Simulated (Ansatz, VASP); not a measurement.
**Two plane-wave programs on TaSb**

```
CELL_PARAMETERS angstrom
0.00000 2.82804 2.82804
2.82804 0.00000 2.82804
2.82804 2.82804 0.00000
ATOMIC_POSITIONS crystal
Ta 0.00000 0.00000 0.00000
Sb 0.50000 0.50000 0.50000
```

Alike in both runs: task relaxation of cell and atoms; functional PBE; k mesh 12 × 12 × 12; occupations fermi-dirac, width 0.05 eV; no spin polarisation.

|  | VASP | Ansatz |
| --- | --- | --- |
| version | VASP 6.6.1 | Ansatz 0.2.0 |
| potentials or method | VASP PAW PBE potentials, release 64 (Ta_pv, Sb) | PAW with Ansatz's default frozen-core files, scalar-relativistic |
| plane-wave cutoff (eV) | 600 | 420 |
| valence electrons in the cell | 16 | 28 |

Ansatz gave:

- relaxed volume (Å³/atom): 22.58
- relaxed cell length with the largest relative difference (Å): 3.997

Q: What did VASP give for the same quantities?

A: Relaxed volume (Å³/atom): 22.60; relaxed cell length with the largest relative difference (Å): 3.998.

VASP's potentials hold 16 valence electrons a cell and Ansatz's 28, so a difference there can come from the potentials and not from the codes.

Spin-orbit coupling is off throughout.
